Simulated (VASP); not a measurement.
**BAs: relaxation of cell and atoms with RPBE+D3(BJ)**

The system is BAs.

```
CELL_PARAMETERS angstrom
2.12755 0.00000 0.00000
0.00000 3.17406 0.00000
0.00000 0.00000 4.95098
ATOMIC_POSITIONS crystal
B 0.00000 0.50000 0.00000
As 0.50000 0.50000 0.50000
```

```json
{
  "Program": "VASP 6.6.1",
  "Task": "relaxation of cell and atoms",
  "Functional": "RPBE",
  "Dispersion": "D3(BJ)",
  "Potentials or basis": "VASP PAW PBE potentials, release 64 (B, As)",
  "Cutoff": "600 eV",
  "k mesh": "12 × 8 × 6",
  "Occupations": "fermi-dirac, width 0.05 eV",
  "Spin": "no spin polarisation",
  "Dipole correction": "no",
  "Further INCAR settings": "ALGO = Normal; EDIFF = 1e-06; IBRION = 2; EDIFFG = -0.01; NSW = 60; ISIF = 3"
}
```

The relaxed volume is 13.69 Å³/atom and the relaxed cell is a = 2.508 Å, b = 2.405 Å, c = 4.540 Å, α = 90.00°, β = 90.00°, γ = 90.00°. The space group after relaxing (to 0.05 Å) is Pmmm (No. 47) and the energy gained by relaxing is 955.6 meV/atom. The ionic steps are 23 and the pressure after relaxing is 0.0 GPa. The band gap on the k mesh is zero (band 4 reaches 11.36 eV, above the bottom of band 5 at 4.38 eV). The dispersion energy per atom is -1.596 eV.

Stress tensor (GPa, compression positive):
```
 0.06  0.00  0.00
 0.00 -0.07  0.00
 0.00  0.00 -0.07
```

Step by step:
| step | energy change (eV) | largest force (eV/Å) | pressure (GPa) | volume (Å³) |
| --- | --- | --- | --- | --- |
| 1 | 0.0000 | 0.0000 | -1.32 | 33.43 |
| 2 | -1.0370 | 0.0000 | -16.11 | 32.25 |
| 3 | -1.7316 | 0.0000 | 0.77 | 29.50 |
| 4 | -1.5605 | 0.0000 | -14.57 | 29.58 |
| 5 | -1.7638 | 0.0000 | -12.84 | 29.55 |
| 6 | -1.7977 | 0.0000 | -1.40 | 28.39 |
| 7 | -1.8016 | 0.0000 | -4.97 | 28.65 |
| 8 | -1.8168 | 0.0000 | 6.34 | 28.31 |
| 9 | -1.8169 | 0.0000 | 5.34 | 28.34 |
| 10 | -1.8298 | 0.0000 | 3.83 | 28.35 |
| 11 | -1.8523 | 0.0000 | 0.00 | 28.36 |
| 12 | -1.8692 | 0.0000 | -3.97 | 28.32 |
| 13 | -1.6321 | 0.0000 | 2.96 | 28.03 |
| 14 | -1.8709 | 0.0000 | -4.24 | 28.31 |
| 15 | -1.8917 | 0.0000 | -2.17 | 27.96 |
| 16 | -1.8970 | 0.0000 | -0.40 | 27.73 |
| 17 | -1.9060 | 0.0000 | -4.50 | 27.67 |
| 18 | -1.9064 | 0.0000 | -5.33 | 27.65 |
| 19 | -1.9110 | 0.0000 | -1.06 | 27.43 |
| 20 | -1.9112 | 0.0000 | 0.11 | 27.37 |
| 21 | -1.9112 | 0.0000 | 0.23 | 27.37 |
| 22 | -1.9112 | 0.0000 | -0.09 | 27.38 |
| 23 | -1.9112 | 0.0000 | -0.02 | 27.37 |

Final structure:
```
B As
1.0
     2.50767    0.00000    0.00000
     0.00000    2.40464    0.00000
     0.00000    0.00000    4.53962
B As
1 1
Direct
  0.00000 0.50000 0.00000
  0.50000 0.50000 0.50000
```

Levels at points of the mesh, in eV from the Fermi level:
| k point | band 1 | band 2 | band 3 | band 4 | band 5 | band 6 | band 7 | band 8 |
| --- | --- | --- | --- | --- | --- | --- | --- | --- |
| (0.00, 0.00, 0.00) | -16.27 | -7.56 | -7.02 | 4.71 | 6.51 | 7.21 | 8.19 | 9.65 |
| (0.50, 0.00, 0.00) | -11.60 | -8.93 | -2.81 | -2.45 | -1.66 | -0.94 | 8.82 | 11.48 |
| (0.00, 0.50, 0.00) | -11.17 | -8.19 | -3.34 | -2.62 | -2.10 | 3.96 | 7.26 | 9.66 |
| (0.50, 0.50, 0.00) | -5.98 | -4.84 | -4.50 | -1.23 | 1.11 | 1.81 | 2.05 | 2.36 |
| (0.00, 0.00, 0.50) | -15.94 | -10.73 | 0.35 | 0.41 | 6.07 | 6.13 | 7.45 | 10.01 |
| (0.50, 0.00, 0.50) | -11.29 | -8.33 | -5.55 | -5.51 | 3.35 | 3.78 | 8.87 | 9.25 |
| (0.00, 0.50, 0.50) | -10.82 | -7.76 | -6.28 | -3.76 | 3.58 | 4.72 | 7.84 | 8.69 |
| (0.50, 0.50, 0.50) | -5.37 | -4.53 | -4.40 | -2.11 | -0.79 | -0.75 | 2.74 | 5.69 |

It took 10 min on 1 thread of AMD EPYC 7R13, on a shared host, peak memory 0.18 GiB.

Caveat: the volume moved by over 15 % at a fixed basis, so the end points are rough; the PAW data sets were made with another functional, which shifts forces and pressure a little.
